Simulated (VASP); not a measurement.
Write the native input for VASP 6.6.1 that does the following.

```
Task                   : single point
Functional             : PBE
Potentials or basis    : VASP PAW PBE potentials, release 64 (K_sv, C)
Cutoff                 : 520 eV
k mesh                 : 6 × 6 × 6
Occupations            : gaussian, width 0.02 eV
Spin                   : no spin polarisation
Dipole correction      : no
Further INCAR settings : ALGO = Normal; EDIFF = 1e-06; NBANDS = 21
```

The structure of KC lies in POSCAR:

```
KC
1.0
    3.0277279816     -3.8090799866      0.0000000000
    3.0277279816      3.8090799866      0.0000000000
    0.0000000000      0.0000000000      3.8136598050
K C
2 2
Direct
    0.7072716988      0.2927283012      0.0000000000
    0.2927283012      0.7072716988      0.0000000000
    0.8953292608      0.8953292608      0.5000000000
    0.1046707392      0.1046707392      0.5000000000
```

The cell was built from a structure type or drawn by symmetry, and may not be a known phase.

These files were run (other wordings do the same):

INCAR

```
ALGO = Normal
EDIFF = 1E-6
ENCUT = 520
GGA = PE
ISIF = 2
ISMEAR = 0
LASPH = T
LCHARG = F
LREAL = F
LWAVE = F
NBANDS = 21
NELM = 100
PREC = Accurate
SIGMA = 0.02
```

KPOINTS

```
k-points
0
Gamma
  6 6 6
```

Potentials or basis: VASP PAW PBE potentials, release 64 (K_sv, C).

Launch:

```bash
$ cat potpaw_PBE.64/K_sv/POTCAR potpaw_PBE.64/C/POTCAR > POTCAR
$ mpirun -np 1 vasp_std > vasp.out
```

Results of the run:

```yaml
Pressure: 0.2 GPa
Largest_force: 0.109 eV/Å
Band_gap_on_the_k_mesh: 3.23 eV (least direct gap 3.30 eV)
```

It took 94 s on 1 thread of Oxide Virtual Turin-like Processor, on a shared host, peak memory 0.19 GiB.
